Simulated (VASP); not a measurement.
A run of VASP 6.6.1 is set up as follows.

File INCAR:

```
PREC = Accurate
ENCUT = 520
EDIFF = 1E-6
ISMEAR = 0
SIGMA = 0.1
LREAL = False
LASPH = True
NELM = 100
ALGO = Normal
ISIF = 2
LWAVE = False
LCHARG = False
GGA = PS
NBANDS = 18
```

Contents of KPOINTS:

```
regular mesh
0
Gamma
  12 12 8
```

Contents of POSCAR:

```
PtSe2
1.0
    3.7618642213      0.0000000000      0.0000000000
   -1.8809321107      3.2578699813      0.0000000000
    0.0000000000      0.0000000000      5.1519868921
Pt Se
1 2
Direct
    0.0000000000      0.0000000000      0.0000000000
    0.3333333333      0.6666666667      0.2471541202
    0.6666666667      0.3333333333      0.7528458798
```

Potentials or basis: VASP PAW PBE potentials, release 64 (Pt, Se).

Command:

```bash
$ cat potpaw_PBE.64/Pt/POTCAR potpaw_PBE.64/Se/POTCAR > POTCAR
$ mpirun -np 1 vasp_std > vasp.out
```

Task: Predict the largest force.

Result: 0.008 eV/Å.

Task: Estimate the pressure.

Result: -1.5 GPa.

Task: Estimate the band gap on the k mesh.

Result: Zero (bands 11 and 12 overlap by 0.37 eV).

Forces in eV/Å, atoms in the order of the input:
```
Pt   0.000  0.000  0.000
Se   0.000  0.000  0.008
Se   0.000  0.000 -0.008
```

Caveat: the PAW data sets were made with another functional, which shifts forces and pressure a little; spin-orbit coupling is left out, which moves the levels of the heavy elements.
